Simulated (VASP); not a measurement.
Input of a VASP 6.6.1 run:

The input INCAR:

```
PREC = Accurate ; ENCUT = 520
EDIFF = 1E-6 ; ISMEAR = -1
SIGMA = 0.05 ; LREAL = False
LASPH = True ; NELM = 60
ALGO = Normal ; ISIF = 2
LWAVE = False ; LCHARG = True
GGA = PS ; LELF = True
LVHAR = True ; NBANDS = 18
```

Contents of KPOINTS:

```
Automatic mesh
0
Gamma
  8 8 6
```

POSCAR

```
CuAu
1.0
    2.8107494552      0.0000000000      0.0000000000
    0.0000000000      2.8107494552      0.0000000000
    0.0000000000      0.0000000000      3.8324000000
Au Cu
1 1
Direct
    0.0000000000      0.0000000000      0.0000000000
    0.5000000000      0.5000000000      0.5000000000
```

Potentials or basis: VASP PAW PBE potentials, release 64 (Au, Cu).

The run is started by

```console
$ cat potpaw_PBE.64/Au/POTCAR potpaw_PBE.64/Cu/POTCAR > POTCAR
$ mpirun -np 1 vasp_std > vasp.out
```

(1) Estimate the pressure.

(2) Estimate the band gap on the k mesh.

## Answers

(1) -8.9 GPa.

(2) zero (band 11 reaches 13.34 eV, above the bottom of band 12 at 6.16 eV).

Caveat: the PAW data sets were made with another functional, which shifts forces and pressure a little; spin-orbit coupling is left out, which moves the levels of the heavy elements.
